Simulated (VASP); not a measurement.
A run of VASP 6.6.1:

INCAR

```
PREC = Accurate
ENCUT = 520
EDIFF = 1E-8
ISMEAR = -1
SIGMA = 0.03
LREAL = False
LASPH = True
NELM = 100
ALGO = Normal
ISIF = 2
LWAVE = False
LCHARG = False
GGA = CA
LEFG = True
NBANDS = 33
```

KPOINTS

```
Automatic mesh
0
Gamma
  5 5 8
```

Contents of POSCAR:

```
TaN
1.0
    5.0294492781      0.0000000000      0.0000000000
   -2.5147246391      4.3556308419      0.0000000000
    0.0000000000      0.0000000000      2.9080000000
Ta N
3 3
Direct
    0.0000000000      0.0000000000      0.0000000000
    0.3333333333      0.6666666667      0.5000000000
    0.6666666667      0.3333333333      0.5000000000
    0.5000000000      0.0000000000      0.0000000000
    0.5000000000      0.5000000000      0.0000000000
    0.0000000000      0.5000000000      0.0000000000
```

Potentials or basis: VASP PAW LDA potentials, release 64 (Ta_pv, N).

Command:

```sh
$ cat potpaw_LDA.64/Ta_pv/POTCAR potpaw_LDA.64/N/POTCAR > POTCAR
$ mpirun -np 1 vasp_std > vasp.out
```

Hardware: 1 thread of AMD EPYC 7R13 (shared host).

Estimate the wall time of this run.

Run time: 87 s on 1 thread of AMD EPYC 7R13 (shared host), peak memory 0.16 GiB. Counts: scf iterations 16, k points 25.
